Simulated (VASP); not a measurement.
Write the native input for VASP 6.6.1 that does the following.

```yaml
Task: single point
Functional: LDA
Potentials_or_basis: VASP PAW LDA potentials, release 64 (Li_sv)
Cutoff: 520 eV
k_mesh: 16 × 16 × 16
Occupations: fermi-dirac, width 0.08 eV
Spin: no spin polarisation
Dipole_correction: no
Further_INCAR_settings: ALGO = Normal; EDIFF = 1e-06; NBANDS = 8
```

The structure of Li lies in POSCAR:

```
Li
1.0
   -1.5866890478      1.5866890478      1.5866890478
    1.5866890478     -1.5866890478      1.5866890478
    1.5866890478      1.5866890478     -1.5866890478
Li
1
Direct
    0.0000000000      0.0000000000      0.0000000000
```

This cell differs from its parent crystal: volume scaled by 0.84, level accurate.

One way to write it, as run:

INCAR

```
SYSTEM = Li
  ALGO = Normal
  EDIFF = 1E-6
  ENCUT = 520
  ISIF = 2
  ISMEAR = -1
  LASPH = .TRUE.
  LCHARG = .FALSE.
  LREAL = .FALSE.
  LWAVE = .FALSE.
  NBANDS = 8
  NELM = 80
  PREC = Accurate
  SIGMA = 0.08
```

KPOINTS

```
k-points
0
G
  16 16 16
  0 0 0
```

Potentials or basis: VASP PAW LDA potentials, release 64 (Li_sv).

The run is started by

```console
$ cat potpaw_LDA.64/Li_sv/POTCAR > POTCAR
$ mpirun -np 1 vasp_std > vasp.out
```

It took 8.2 s on 1 thread of Intel(R) Xeon(R) Platinum 8488C (Sapphire Rapids), on a shared host, peak memory 0.12 GiB.
